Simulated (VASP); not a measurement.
# SrO (Fm-3m) in VASP: a series of runs, part 2 of 2

VASP 6.6.1. Earlier steps stand in the parts before.

### Step 3. Relaxation of cell and atoms, PBE

This run uses another cell than the first one, of 16.64 Å³/atom, 0.969 times its volume.

Input file INCAR:

```
SYSTEM = SrO
PREC = Accurate
ENCUT = 600
EDIFF = 1E-6
ISMEAR = -1
SIGMA = 0.02
LREAL = .FALSE.
LASPH = .TRUE.
NELM = 100
ALGO = Normal
ISIF = 3
LWAVE = .FALSE.
LCHARG = .FALSE.
GGA = PE
IBRION = 2
NSW = 80
EDIFFG = -0.005
```

Input file KPOINTS:

```
Automatic mesh
0
G
  8 8 8
  0 0 0
```

Input file POSCAR:

```
SrO
1.0
    0.0000000000      2.5529130000      2.5529130000
    2.5529130000      0.0000000000      2.5529130000
    2.5529130000      2.5529130000      0.0000000000
Sr O
1 1
Direct
    0.0000000000      0.0000000000      0.0000000000
    0.5000000000      0.5000000000      0.5000000000
```

Potentials or basis: VASP PAW PBE potentials, release 64 (Sr_sv, O).

On the command line:

```bash
cat potpaw_PBE.64/Sr_sv/POTCAR potpaw_PBE.64/O/POTCAR > POTCAR
mpirun -np 1 vasp_std > vasp.out
```

OUTCAR:

```text
SYSTEM = SrO
   PREC = Accurate
   ENCUT = 600
   EDIFF = 1E-6
   ISMEAR = -1
   LREAL = .FALSE.
   LASPH = .TRUE.
   NELM = 100
   ISIF = 3
   GGA = PE
   IBRION = 2
   NSW = 80
   EDIFFG = -0.005

 ion  position               nearest neighbor table
   1  0.000  0.000  0.000-   2 2.55   2 2.55   2 2.55   2 2.55   2 2.55   2 2.55
   2  0.500  0.500  0.500-   1 2.55   1 2.55   1 2.55   1 2.55   1 2.55   1 2.55

  LATTYP: Found a face centered cubic cell.
 ALAT       =     5.1058260000

  Lattice vectors:

 A1 = (   0.0000000000,   2.5529130000,   2.5529130000)
 A2 = (   2.5529130000,   0.0000000000,   2.5529130000)
 A3 = (   2.5529130000,   2.5529130000,   0.0000000000)

Analysis of symmetry for initial positions (statically):
=====================================================================
 Subroutine PRICEL returns:
 Original cell was already a primitive cell.
[... 186 lines left out ...]
      5     -12.1665      2.00000
      6       1.7639      2.00000
      7       1.7639      2.00000
      8       1.7639      2.00000
      9       5.9016      0.00000
     10       8.0214      0.00000
     11       8.0214      0.00000
     12       8.0214      0.00000
[... 416 lines left out ...]
--------------------------------------- Ionic step        3  -------------------------------------------

 number of electron      16.0000001 magnetization

 Free energy of the ion-electron system (eV)
  ---------------------------------------------------
  ext. energy  EPLUGINS =         0.00000000
  ---------------------------------------------------
  free energy    TOTEN  =       -12.05463553 eV

  energy without entropy =      -12.05463553  energy(sigma->0) =      -12.05463553

 E-fermi :   1.9389     XC(G=0):  -9.8573

 val. band max:        1.4963350164   @ k =   0.0000   0.0000   0.0000
 cond. band min:       4.7796042044   @ k =   0.5000   0.5000   0.0000
 fundamental gap:      3.2832691880
 Fermi energy:         1.9389474847

 k-point     1 :       0.0000    0.0000    0.0000
  band No.  band energies     occupation
      1     -31.0208      2.00000
      2     -13.5488      2.00000
      3     -12.6938      2.00000
      4     -12.6938      2.00000
      5     -12.6938      2.00000
      6       1.4963      2.00000
      7       1.4963      2.00000
      8       1.4963      2.00000
      9       5.2276      0.00000
     10       7.6266      0.00000
     11       7.6266      0.00000
     12       7.6266      0.00000
[... 374 lines left out ...]
  FREE ENERGIE OF THE ION-ELECTRON SYSTEM (eV)
  ---------------------------------------------------
  free  energy   TOTEN  =       -12.0546355264 eV

  energy  without entropy=      -12.0546355264  energy(sigma->0) =      -12.05463553

 reached required accuracy - stopping structural energy minimisation
```

It took 32 s on 1 thread of Intel Xeon 6975P-C, shared host; peak memory 0.18 GiB.

What came out:

| Quantity | Value |
| --- | --- |
| Free energy | -12.0546 eV |
| Relaxed volume | 17.62 Å³/atom |
| Relaxed cell | a = 3.680 Å, b = 3.680 Å, c = 3.680 Å, α = 60.00°, β = 60.00°, γ = 60.00° |
| Space group after relaxing (to 0.05 Å) | Fm-3m (No. 225) |
| Energy gained by relaxing | 15.9 meV/atom |
| Ionic steps | 3 |
| Pressure after relaxing | 0.0 GPa |
| Band gap on the k mesh | 3.28 eV, indirect (least direct gap 3.39 eV) |

The path:
```tsv
step	energy change (eV)	largest force (eV/Å)	pressure (GPa)	volume (Å³)
1	0.0000	0.0000	5.48	33.28
2	-0.0266	0.0000	-1.91	36.09
3	-0.0318	0.0000	0.01	35.23
```

Final structure:
```
CELL_PARAMETERS angstrom
0.00000 2.60203 2.60203
2.60203 0.00000 2.60203
2.60203 2.60203 0.00000
ATOMIC_POSITIONS crystal
Sr 0.00000 0.00000 0.00000
O 0.50000 0.50000 0.50000
```

Levels at points of the mesh, in eV from the valence-band top:
```tsv
k point	band 4	band 5	band 6	band 7	band 8	band 9	band 10	band 11	band 12
(0.00, 0.00, 0.00)	-14.19	-14.19	0.00	0.00	0.00	3.73	6.13	6.13	6.13
(0.50, 0.00, 0.00)	-14.27	-13.01	-2.10	-1.07	-1.07	6.40	8.17	8.64	8.64
(0.50, 0.50, 0.00)	-14.52	-14.52	-0.49	-0.11	-0.11	3.28	7.53	9.94	10.06
```

A k mesh can miss the band edges.

### Step 4. Relaxation of cell and atoms, PBEsol

This run uses another cell than the first one, of 17.52 Å³/atom, 1.020 times its volume.

Input file INCAR:

```
SYSTEM = SrO
ALGO = Normal
EDIFF = 1E-6
EDIFFG = -0.005
ENCUT = 600
GGA = PS
IBRION = 2
ISIF = 3
ISMEAR = -1
LASPH = .TRUE.
LCHARG = .FALSE.
LREAL = .FALSE.
LWAVE = .FALSE.
NELM = 100
NSW = 80
PREC = Accurate
SIGMA = 0.02
```

Input file KPOINTS:

```
k-points
0
G
  8 8 8
  0 0 0
```

Input file POSCAR:

```
SrO
1.0
    0.0000000000      2.5972737626      2.5972737626
    2.5972737626      0.0000000000      2.5972737626
    2.5972737626      2.5972737626      0.0000000000
Sr O
1 1
Direct
    0.0000000000      0.0000000000      0.0000000000
    0.5000000000      0.5000000000      0.5000000000
```

On the command line:

```bash
cat potpaw_PBE.64/Sr_sv/POTCAR potpaw_PBE.64/O/POTCAR > POTCAR
mpirun -np 1 vasp_std > vasp.out
```

It took 35 s on 1 thread of Intel Xeon 6975P-C, shared host; peak memory 0.18 GiB.

Results (log left out):

```
Free energy                            : -12.6426 eV
Relaxed volume                         : 16.90 Å³/atom
Relaxed cell                           : a = 3.629 Å, b = 3.629 Å, c = 3.629 Å, α = 60.00°, β = 60.00°, γ = 60.00°
Space group after relaxing (to 0.05 Å) : Fm-3m (No. 225)
Energy gained by relaxing              : 6.3 meV/atom
Ionic steps                            : 3
Pressure after relaxing                : 0.0 GPa
Band gap on the k mesh                 : 3.15 eV, indirect (least direct gap 3.24 eV)
```

Step by step:
```
step  energy change (eV)  largest force (eV/Å)  pressure (GPa)  volume (Å³)
   1              0.0000                0.0000           -3.12        35.04
   2             -0.0108                0.0000            1.32        33.34
   3             -0.0126                0.0000            0.00        33.79
```

Final structure:
```
Sr O
1.0
     0.00000    2.56604    2.56604
     2.56604    0.00000    2.56604
     2.56604    2.56604    0.00000
Sr O
1 1
Direct
  0.00000 0.00000 0.00000
  0.50000 0.50000 0.50000
```

Levels at points of the mesh, in eV from the valence-band top:
| k point | band 5 | band 6 | band 7 | band 8 | band 9 | band 10 | band 11 | band 12 |
| --- | --- | --- | --- | --- | --- | --- | --- | --- |
| (0.00, 0.00, 0.00) | -13.86 | 0.00 | 0.00 | 0.00 | 3.86 | 6.18 | 6.18 | 6.18 |
| (0.50, 0.00, 0.00) | -12.67 | -2.24 | -1.16 | -1.16 | 6.52 | 8.33 | 8.88 | 8.88 |
| (0.50, 0.50, 0.00) | -14.25 | -0.43 | -0.08 | -0.08 | 3.15 | 7.81 | 10.23 | 10.27 |

Caveat: the PAW data sets were made with another functional, which shifts forces and pressure a little. A k mesh can miss the band edges.

### Step 5. Relaxation of cell and atoms, LDA

This run uses another cell than the first one, of 17.52 Å³/atom, 1.020 times its volume.

Input file INCAR:

```
SYSTEM = SrO
PREC = Accurate ; ENCUT = 600
EDIFF = 1E-7 ; ISMEAR = -1
SIGMA = 0.02 ; LREAL = .False.
LASPH = .True. ; NELM = 100
ALGO = Normal ; ISIF = 3
LWAVE = .False. ; LCHARG = .False.
IBRION = 2 ; NSW = 80
EDIFFG = -0.005
```

Input file KPOINTS:

```
regular mesh
0
Gamma
  8 8 8
  0 0 0
```

POSCAR is that of step 4.

Potentials or basis: VASP PAW LDA potentials, release 64 (Sr_sv, O).

On the command line:

```bash
cat potpaw_LDA.64/Sr_sv/POTCAR potpaw_LDA.64/O/POTCAR > POTCAR
mpirun -np 1 vasp_std > vasp.out
```

Wall time 32 s (1 thread of Intel Xeon 6975P-C, shared host); peak memory 0.17 GiB.

It converged, with:

| Quantity | Value |
| --- | --- |
| Free energy | -13.3928 eV |
| Relaxed volume | 16.34 Å³/atom |
| Relaxed cell | a = 3.589 Å, b = 3.589 Å, c = 3.589 Å, α = 60.00°, β = 60.00°, γ = 60.00° |
| Space group after relaxing (to 0.05 Å) | Fm-3m (No. 225) |
| Energy gained by relaxing | 24.3 meV/atom |
| Ionic steps | 3 |
| Pressure after relaxing | 0.0 GPa |
| Band gap on the k mesh | 3.07 eV, indirect (least direct gap 3.12 eV) |

The path:
```tsv
step	energy change (eV)	largest force (eV/Å)	pressure (GPa)	volume (Å³)
1	0.0000	0.0000	-6.19	35.04
2	-0.0388	0.0000	3.35	31.72
3	-0.0486	0.0000	0.00	32.68
```

Final structure:
```yaml
crystal:
  lattice:
    - [0.00000, 2.53767, 2.53767]
    - [2.53767, 0.00000, 2.53767]
    - [2.53767, 2.53767, 0.00000]
  atoms:
    - { symbol: Sr, position: [0.00000, 0.00000, 0.00000] }
    - { symbol: O, position: [0.50000, 0.50000, 0.50000] }
```

Levels at points of the mesh, in eV from the valence-band top:
| k point | band 4 | band 5 | band 6 | band 7 | band 8 | band 9 | band 10 | band 11 | band 12 |
| --- | --- | --- | --- | --- | --- | --- | --- | --- | --- |
| (0.00, 0.00, 0.00) | -13.64 | -13.64 | 0.00 | 0.00 | 0.00 | 4.09 | 6.19 | 6.19 | 6.19 |
| (0.50, 0.00, 0.00) | -13.73 | -12.32 | -2.32 | -1.24 | -1.24 | 6.62 | 8.58 | 9.03 | 9.03 |
| (0.50, 0.50, 0.00) | -14.07 | -14.07 | -0.35 | -0.05 | -0.05 | 3.07 | 8.06 | 10.45 | 10.53 |

### Step 6. Overview

```tsv
task	level	potentials or basis	cell	cutoff (eV)	smearing	gap on the mesh (eV)	pressure (GPa)	relaxed volume (Å³/atom)
single point	r2SCAN	VASP PAW PBE potentials, release 64 (Sr_sv, O)	a = 3.649 Å, angles 60.0°, 2 atoms	520	gaussian 0.01 eV	3.75	0.5	-
relaxation of cell and atoms	PBE	VASP PAW PBE potentials, release 64 (Sr_sv, O)	relaxed from a = 3.610 Å, angles 60.0°, 2 atoms	600	fermi-dirac 0.02 eV	3.28	0.0	17.62
relaxation of cell and atoms	PBEsol	VASP PAW PBE potentials, release 64 (Sr_sv, O)	relaxed from a = 3.673 Å, angles 60.0°, 2 atoms	600	fermi-dirac 0.02 eV	3.15	0.0	16.90
relaxation of cell and atoms	LDA	VASP PAW LDA potentials, release 64 (Sr_sv, O)	relaxed from a = 3.673 Å, angles 60.0°, 2 atoms	600	fermi-dirac 0.02 eV	3.07	0.0	16.34
```

Alike in all rows: no spin polarisation; k mesh 8 × 8 × 8.

Caveats: the PAW data sets were made with another functional, which shifts forces and pressure a little (some runs).

Absolute energies hang on the potentials; compare differences alone.
